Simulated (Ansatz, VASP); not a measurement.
**NbH2: VASP beside Ansatz**

File INCAR:

```
ALGO = Normal ; EDIFF = 1E-8
ENCUT = 520 ; GGA = CA
ISIF = 2 ; ISMEAR = -1
LASPH = T ; LCHARG = F
LEFG = T ; LREAL = F
LWAVE = F ; NBANDS = 14
NELM = 100 ; PREC = Accurate
SIGMA = 0.03
```

The input KPOINTS:

```
k-points
0
Gamma
  15 15 15
```

POSCAR

```
NbH2
1.0
    0.0000000000      2.3262466544      2.3262466544
    2.3262466544      0.0000000000      2.3262466544
    2.3262466544      2.3262466544      0.0000000000
Nb H
1 2
Direct
    0.0000000000      0.0000000000      0.0000000000
    0.2500000000      0.2500000000      0.2500000000
    0.7500000000      0.7500000000      0.7500000000
```

Input for Ansatz:

```yaml
crystal:
  lattice:
    - [0.0, 2.3262466544, 2.3262466544]
    - [2.3262466544, 0.0, 2.3262466544]
    - [2.3262466544, 2.3262466544, 0.0]
  atoms:
    - { symbol: Nb, position: [0.0, 0.0, 0.0] }
    - { symbol: H, position: [0.25, 0.25, 0.25] }
    - { symbol: H, position: [0.75, 0.75, 0.75] }
kpoints:
  mp_grid: { grid: [15, 15, 15] }
scf:
  occupations: { method: fermi_dirac, width: 0.03 }
hamiltonian:
  xc: lda
  pseudopotentials: { kind: all_electron, datasets: crystal }
output:
  forces: true
  stress: true
  eigenvalues: true
  efg: { contact_densities: true }
```

Change from the starting cell: volume scaled by 1.06, crystal datasets.

Alike in both runs: task electric field gradients; functional LDA; k mesh 15 × 15 × 15; occupations fermi-dirac, width 0.03 eV; no spin polarisation.

|  | VASP | Ansatz |
| --- | --- | --- |
| version | VASP 6.6.1 | Ansatz 0.2.0 |
| potentials or method | VASP PAW LDA potentials, release 64 (Nb_sv, H), cutoff 520 eV | all-electron PAW with datasets made for the crystal, scalar-relativistic |

|  | VASP | Ansatz | Ansatz less VASP |
| --- | --- | --- | --- |
| pressure (GPa) | -16.8 | -16.7 | +0.13 |

LDA's correlation is that of Perdew and Zunger in VASP and of Perdew and Wang (1992) in Ansatz. Ansatz ran all-electron here, and VASP with PAW potentials.
